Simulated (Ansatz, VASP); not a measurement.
Two plane-wave programs on Ba2BCl

File INCAR:

```
ALGO = Normal ; EDIFF = 1E-7
EDIFFG = -0.01 ; ENCUT = 600
GGA = PE ; IBRION = 2
ISIF = 3 ; ISMEAR = 0
LASPH = True ; LCHARG = False
LREAL = False ; LWAVE = False
NELM = 60 ; NSW = 100
PREC = Accurate ; SIGMA = 0.1
```

Contents of KPOINTS:

```
k-points
0
Gamma
  10 10 8
```

Contents of POSCAR:

```
Ba2BCl
1.0
    4.3666514300      0.0000000000      0.0000000000
    0.0000000000      4.3666514300      0.0000000000
    0.0000000000      0.0000000000      6.1769184900
Ba B Cl
2 1 1
Direct
    0.0000000000      0.0000000000      0.5000000000
    0.5000000000      0.5000000000      0.0000000000
    0.0000000000      0.0000000000      0.0000000000
    0.5000000000      0.5000000000      0.5000000000
```

Input for Ansatz:

```yaml
crystal:
  lattice:
    - [4.36665143, 0.0, 0.0]
    - [0.0, 4.36665143, 0.0]
    - [0.0, 0.0, 6.17691849]
  atoms:
    - { symbol: Ba, position: [0.0, 0.0, 0.5] }
    - { symbol: Ba, position: [0.5, 0.5, 0.0] }
    - { symbol: B, position: [0.0, 0.0, 0.0] }
    - { symbol: Cl, position: [0.5, 0.5, 0.5] }
basis:
  ecutwfc: 420
kpoints:
  mp_grid: { grid: [10, 10, 8] }
hamiltonian:
  xc: pbe
scf:
  occupations: { method: gaussian, width: 0.1 }
output:
  forces: true
  stress: true
  eigenvalues: true
  write_density: true
  write_potential: true
  elf: true
  volumetric_format: npy
relax:
  adjacent_minimum: "off"
  f_tol: 0.01
  max_steps: 80
  cell: { stress_tol: 0.05 }
```

Change from the starting cell: species swapped into the BaEuS2 type (P4/mmm, No. 123).

Alike in both runs: task relaxation of cell and atoms; functional PBE; k mesh 10 × 10 × 8; occupations gaussian, width 0.1 eV; no spin polarisation.

|  | VASP | Ansatz |
| --- | --- | --- |
| version | VASP 6.6.1 | Ansatz 0.2.0 |
| potentials or method | VASP PAW PBE potentials, release 64 (Ba_sv, B, Cl), cutoff 600 eV | scalar-relativistic, plane waves, PAW |
| valence electrons in the cell | 30 | 30 |

|  | VASP | Ansatz | Ansatz less VASP |
| --- | --- | --- | --- |
| gap on the k mesh at the Fermi level, each at its own relaxed structure (eV) | none | none | - |
| relaxed volume (Å³/atom) | 32.33 | 31.95 | -0.384 |
| relaxed length of the cell vector where the two differ most in proportion (Å) | 4.529 | 4.510 | -0.0186 |

A gap of «none» marks a metal or a gap that the smearing closes.

Neither program's run includes spin-orbit coupling.
